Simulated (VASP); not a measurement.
A run of VASP 6.6.1 is set up as follows.

INCAR

```
PREC = Accurate
ENCUT = 520
EDIFF = 1E-6
ISMEAR = 0
SIGMA = 0.1
LREAL = F
LASPH = T
NELM = 100
ALGO = Fast
ISIF = 2
LWAVE = F
LCHARG = F
GGA = PE
NBANDS = 32
```

Contents of KPOINTS:

```
Automatic mesh
0
Gamma
  6 6 6
```

File POSCAR:

```
K2BRu2
1.0
    2.0332760066      1.1739124533     10.2410954500
   -2.0332760066      1.1739124533     10.2410954500
    0.0000000000     -2.3478248959     10.2410954512
K B Ru
2 1 2
Direct
    0.9052814343      0.9052814343      0.9052814343
    0.0947185657      0.0947185657      0.0947185657
    0.0000000000      0.0000000000      0.0000000000
    0.3396306526      0.3396306526      0.3396306526
    0.6603693474      0.6603693474      0.6603693474
```

Potentials or basis: VASP PAW PBE potentials, release 64 (K_sv, B, Ru_pv).

Launch:

```sh
$ cat potpaw_PBE.64/K_sv/POTCAR potpaw_PBE.64/B/POTCAR potpaw_PBE.64/Ru_pv/POTCAR > POTCAR
$ mpirun -np 1 vasp_std > vasp.out
```

(1) Estimate the band gap on the k mesh.

(2) Estimate the pressure.

(3) Estimate the largest force.

Results:

(1) zero (an odd number of electrons rules out a gap without spin polarisation).

(2) 0.1 GPa.

(3) 0.014 eV/Å.
